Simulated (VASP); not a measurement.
A run of VASP 6.6.1:

Contents of POSCAR:

```
BiAs
1.0
    3.6297335181      0.0000000000      0.0000000000
    0.0000000000      3.6297335181      0.0000000000
    0.0000000000      0.0000000000      3.6297335181
Bi As
1 1
Direct
    0.0000000000      0.0000000000      0.0000000000
    0.5000000000      0.5000000000      0.5000000000
```

File INCAR.step1:

```
SYSTEM = BiAs
ALGO = Normal
EDIFF = 1E-7
ENCUT = 520
GGA = PS
ISIF = 2
ISMEAR = -1
LASPH = .TRUE.
LCHARG = .TRUE.
LREAL = .FALSE.
LWAVE = .FALSE.
NBANDS = 17
NELM = 60
PREC = Accurate
SIGMA = 0.08
```

KPOINTS.step1

```
k-points
0
G
  12 12 12
  0 0 0
```

File INCAR.step2:

```
SYSTEM = BiAs
ALGO = Normal
EDIFF = 1E-7
ENCUT = 520
GGA = PS
ICHARG = 11
ISIF = 2
ISMEAR = -5
LASPH = .TRUE.
LCHARG = .FALSE.
LORBIT = 10
LREAL = .FALSE.
LWAVE = .FALSE.
NEDOS = 1001
NELM = 60
PREC = Accurate
SIGMA = 0.08
```

The input KPOINTS.step2:

```
k-points
0
G
  18 18 18
  0 0 0
```

Potentials or basis: VASP PAW PBE potentials, release 64 (Bi_d, As).

Launch:

```sh
$ cat potpaw_PBE.64/Bi_d/POTCAR potpaw_PBE.64/As/POTCAR > POTCAR
$ cp INCAR.step1 INCAR
$ cp KPOINTS.step1 KPOINTS
$ mpirun -np 1 vasp_std > vasp.out
$ cp INCAR.step2 INCAR
$ cp KPOINTS.step2 KPOINTS
$ mpirun -np 1 vasp_std > vasp.out
```

Hardware: 1 thread of Intel(R) Xeon(R) Platinum 8259CL CPU @ 2.50GHz (Skylake/Cascade Lake), on a shared host.

Task: Estimate the wall time of this run.

Result: It took 98 s on 1 thread of Intel(R) Xeon(R) Platinum 8259CL CPU @ 2.50GHz (Skylake/Cascade Lake), with other jobs on the host, peak memory 0.28 GiB. Counts: k points 220.
